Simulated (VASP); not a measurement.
A run of VASP 6.6.1 is set up as follows.

File INCAR:

```
SYSTEM = TiCo
PREC = Accurate ; ENCUT = 600
EDIFF = 1E-6 ; ISMEAR = -1
SIGMA = 0.05 ; LREAL = .False.
LASPH = .True. ; NELM = 200
ALGO = Normal ; ISIF = 2
LWAVE = .False. ; LCHARG = .True.
ISPIN = 2 ; MAGMOM = 2.53333 1.26667
LORBIT = 11 ; NUPDOWN = 3.8
LMAXMIX = 4 ; GGA = PE
LELF = .True. ; LVHAR = .True.
NBANDS = 26 ; GGA_COMPAT = .False.
```

KPOINTS

```
Automatic mesh
0
Gamma
  8 8 8
  0 0 0
```

File POSCAR:

```
TiCo
1.0
    2.9861109900      0.0000000000      0.0000000000
    0.0000000000      2.9861109900      0.0000000000
    0.0000000000      0.0000000000      2.9861109900
Co Ti
1 1
Direct
    0.5000000000      0.5000000000      0.5000000000
    0.0000000000      0.0000000000      0.0000000000
```

Potentials or basis: VASP PAW PBE potentials, release 64 (Co_sv, Ti_sv).

Command:

```sh
$ cat potpaw_PBE.64/Co_sv/POTCAR potpaw_PBE.64/Ti_sv/POTCAR > POTCAR
$ mpirun -np 1 vasp_std > vasp.out
```

(1) Predict the pressure.

Answers

(1) 17.0 GPa.

Caveat: the cell stands under pressure; the total moment is fixed, so each spin has its own Fermi level and the state may be an excited one.
